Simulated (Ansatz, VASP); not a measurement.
# One calculation of SiCl4, two programs

Contents of INCAR:

```
SYSTEM = SiCl4
  PREC = Accurate
  ENCUT = 520
  EDIFF = 1E-6
  ISMEAR = 0
  SIGMA = 0.005
  LREAL = .FALSE.
  LASPH = .TRUE.
  NELM = 60
  ALGO = Normal
  ISIF = 2
  LWAVE = .FALSE.
  LCHARG = .FALSE.
  GGA = PE
  IVDW = 12
  IBRION = 2
  NSW = 100
  EDIFFG = -0.01
  ISYM = 0
```

The input KPOINTS:

```
regular mesh
0
G
  1 1 1
  0 0 0
```

File POSCAR:

```
SiCl4
1.0
   14.0000000000      0.0000000000      0.0000000000
    0.0000000000     14.5000000000      0.0000000000
    0.0000000000      0.0000000000     15.0000000000
Si Cl
1 4
Direct
    0.5006522486      0.4993364090      0.4999566759
    0.5824413848      0.5811841805      0.5769091677
    0.5844540851      0.4184043020      0.4223867467
    0.4155980912      0.5815956980      0.4208006269
    0.4155459149      0.4186644072      0.5791993731
```

Input for Ansatz:

```yaml
crystal:
  lattice:
    - [14.0, 0.0, 0.0]
    - [0.0, 14.5, 0.0]
    - [0.0, 0.0, 15.0]
  atoms:
    - { symbol: Si, position: [0.5006522486, 0.499336409, 0.4999566759] }
    - { symbol: Cl, position: [0.5824413848, 0.5811841805, 0.5769091677] }
    - { symbol: Cl, position: [0.5844540851, 0.418404302, 0.4223867467] }
    - { symbol: Cl, position: [0.4155980912, 0.581595698, 0.4208006269] }
    - { symbol: Cl, position: [0.4155459149, 0.4186644072, 0.5791993731] }
  symmetry: { detect: false }
basis:
  ecutwfc: 420
kpoints:
  mp_grid: { grid: [1, 1, 1] }
hamiltonian:
  xc: pbe
  dispersion: d3bj
scf:
  occupations: { method: gaussian, width: 0.005 }
output:
  forces: true
  eigenvalues: true
relax:
  adjacent_minimum: "off"
  f_tol: 0.01
  max_steps: 120
```

Alike in both runs: task relaxation of the atoms; functional PBE; dispersion D3(BJ); k mesh 1 × 1 × 1; occupations gaussian, width 0.005 eV; no spin polarisation.

|  | VASP | Ansatz |
| --- | --- | --- |
| version | VASP 6.6.1 | Ansatz 0.2.0 |
| potentials or method | VASP PAW PBE potentials, release 64 (Si, Cl), cutoff 520 eV | scalar-relativistic, plane waves, PAW |
| valence electrons in the cell | 32 | 32 |

VASP gave:

```
gap on the k mesh at the Fermi level, each at its own relaxed structure (eV) : 6.20
```

**Question.** Estimate Ansatz's values.

**Answer.** gap on the k mesh at the Fermi level, each at its own relaxed structure (eV): 6.13.
